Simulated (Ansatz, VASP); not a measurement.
Si2BN: VASP beside Ansatz

INCAR

```
SYSTEM = Si2BN
ALGO = Normal
EDIFF = 1E-7
EDIFFG = -0.04
ENCUT = 600
GGA = PE
IBRION = 2
ISIF = 3
ISMEAR = 0
LASPH = .TRUE.
LCHARG = .FALSE.
LREAL = .FALSE.
LWAVE = .FALSE.
NELM = 80
NSW = 90
PREC = Accurate
SIGMA = 0.1
```

KPOINTS

```
k-points
0
G
  6 6 4
  0 0 0
```

POSCAR

```
Si2BN
1.0
    3.0035976900      0.0000000000      0.0000000000
    0.0000000000      3.0035976900      0.0000000000
    0.0000000000      0.0000000000      5.9156754800
Si B N
2 1 1
Direct
    0.0000000000      0.0000000000      0.3704980200
    0.0000000000      0.0000000000      0.6295019800
    0.0000000000      0.0000000000      0.0000000000
    0.5000000000      0.5000000000      0.0000000000
```

Input for Ansatz:

```yaml
crystal:
  lattice:
    - [3.00359769, 0.0, 0.0]
    - [0.0, 3.00359769, 0.0]
    - [0.0, 0.0, 5.91567548]
  atoms:
    - { symbol: Si, position: [0.0, 0.0, 0.37049802] }
    - { symbol: Si, position: [0.0, 0.0, 0.62950198] }
    - { symbol: B, position: [0.0, 0.0, 0.0] }
    - { symbol: "N", position: [0.5, 0.5, 0.0] }
basis:
  ecutwfc: 420
kpoints:
  mp_grid: { grid: [6, 6, 4] }
hamiltonian:
  xc: pbe
scf:
  occupations: { method: gaussian, width: 0.1 }
  lower_state_search: "off"
output:
  forces: true
  stress: true
  eigenvalues: true
relax:
  adjacent_minimum: "off"
  f_tol: 0.04
  max_steps: 70
  cell: { stress_tol: 0.4 }
```

Alike in both runs: task relaxation of cell and atoms; functional PBE; k mesh 6 × 6 × 4; occupations gaussian, width 0.1 eV; no spin polarisation.

|  | VASP | Ansatz |
| --- | --- | --- |
| version | VASP 6.6.1 | Ansatz 0.2.0 |
| potentials or method | VASP PAW PBE potentials, release 64 (Si, B, N), cutoff 600 eV | scalar-relativistic, plane waves, PAW |
| valence electrons in the cell | 16 | 16 |

```csv
,VASP,Ansatz,Ansatz less VASP
"gap on the k mesh at the Fermi level, each at its own relaxed structure (eV)",none,none,-
relaxed volume (Å³/atom),11.65,12.19,+0.532
relaxed length of the cell vector where the two differ most in proportion (Å),8.179,8.581,+0.4025
```

A gap of «none» marks a metal or a gap that the smearing closes.
